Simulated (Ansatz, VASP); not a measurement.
## TiAl3: VASP beside Ansatz

File INCAR:

```
SYSTEM = TiAl3
PREC     = Accurate       ! precision mode
ENCUT    = 520            ! plane-wave cutoff, eV
EDIFF    = 1E-6           ! SCF threshold, eV
ISMEAR   = 0              ! smearing method
SIGMA    = 0.1            ! smearing width, eV
LREAL    = .False.        ! projectors in reciprocal space
LASPH    = .True.         ! aspherical terms in the spheres
NELM     = 150            ! most SCF steps
ALGO     = Normal         ! electronic algorithm
ISIF     = 2              ! what is computed and relaxed
LWAVE    = .False.        ! write WAVECAR
LCHARG   = .True.         ! write CHGCAR
ISPIN    = 2              ! spin polarisation
MAGMOM   = 1 1 0 0 0 0 0 0 ! initial moments
LORBIT   = 11             ! projections on sites
LMAXMIX  = 4              ! l up to which the mixer works
GGA      = PE             ! functional
LELF     = .True.         ! ELF
LVHAR    = .True.       
NBANDS   = 35             ! bands
```

KPOINTS

```
regular mesh
0
Gamma
  6 6 4
  0 0 0
```

POSCAR

```
TiAl3
1.0
    5.5658609705      0.0000000000      0.0000000000
   -2.7829304852      4.8201769944      0.0000000000
    0.0000000000      0.0000000000      4.7363393979
Ti Al
2 6
Direct
    0.6666666667      0.3333333333      0.2500000000
    0.3333333333      0.6666666667      0.7500000000
    0.1667148539      0.3334297079      0.2500000000
    0.1667148539      0.8332851461      0.2500000000
    0.6665702921      0.8332851461      0.2500000000
    0.3334297079      0.1667148539      0.7500000000
    0.8332851461      0.1667148539      0.7500000000
    0.8332851461      0.6665702921      0.7500000000
```

Input for Ansatz:

```yaml
crystal:
  lattice:
    - [5.5658609705, 0.0, 0.0]
    - [-2.7829304852, 4.8201769944, 0.0]
    - [0.0, 0.0, 4.7363393979]
  atoms:
    - { symbol: Ti, position: [0.6666666667, 0.3333333333, 0.25], spin: 1.0 }
    - { symbol: Ti, position: [0.3333333333, 0.6666666667, 0.75], spin: 1.0 }
    - { symbol: Al, position: [0.1667148539, 0.3334297079, 0.25] }
    - { symbol: Al, position: [0.1667148539, 0.8332851461, 0.25] }
    - { symbol: Al, position: [0.6665702921, 0.8332851461, 0.25] }
    - { symbol: Al, position: [0.3334297079, 0.1667148539, 0.75] }
    - { symbol: Al, position: [0.8332851461, 0.1667148539, 0.75] }
    - { symbol: Al, position: [0.8332851461, 0.6665702921, 0.75] }
basis:
  ecutwfc: 420
kpoints:
  mp_grid: { grid: [6, 6, 4] }
hamiltonian:
  xc: pbe
scf:
  occupations: { method: gaussian, width: 0.1 }
  lower_state_search: "off"
output:
  forces: true
  stress: true
  eigenvalues: true
  populations: true
magnetization:
  spin_polarized: true
```

Change from the starting cell: species swapped into the La3Mg type (P6_3/mmc, No. 194).

Alike in both runs: task single point; functional PBE; k mesh 6 × 6 × 4; occupations gaussian, width 0.1 eV; collinear spin.

```csv
,VASP,Ansatz
version,VASP 6.6.1,Ansatz 0.2.0
potentials or method,"VASP PAW PBE potentials, release 64 (Ti_sv, Al), cutoff 520 eV","scalar-relativistic, plane waves, PAW"
valence electrons in the cell,42,42
```

VASP gave:

- gap on the k mesh at the Fermi level (eV): none
- pressure (GPa): 0.0
- traceless stress, the component that is largest in VASP (GPa): 0.07
- rms of the force components (eV/Å): 0.011
- net moment per atom (μB): 0.00

Question: Estimate Ansatz's values.

Answer: gap on the k mesh at the Fermi level (eV): none; pressure (GPa): 0.0; traceless stress, the component that is largest in VASP (GPa): 0.07; rms of the force components (eV/Å): 0.010; net moment per atom (μB): 0.00.

Atom by atom the forces differ by 0.001 eV/Å (rms over components). A gap of «none» marks a metal or a gap that the smearing closes. With one functional, cell and mesh, what is left measures potentials, basis and numerics. Ansatz's warnings: seeded moment not kept.
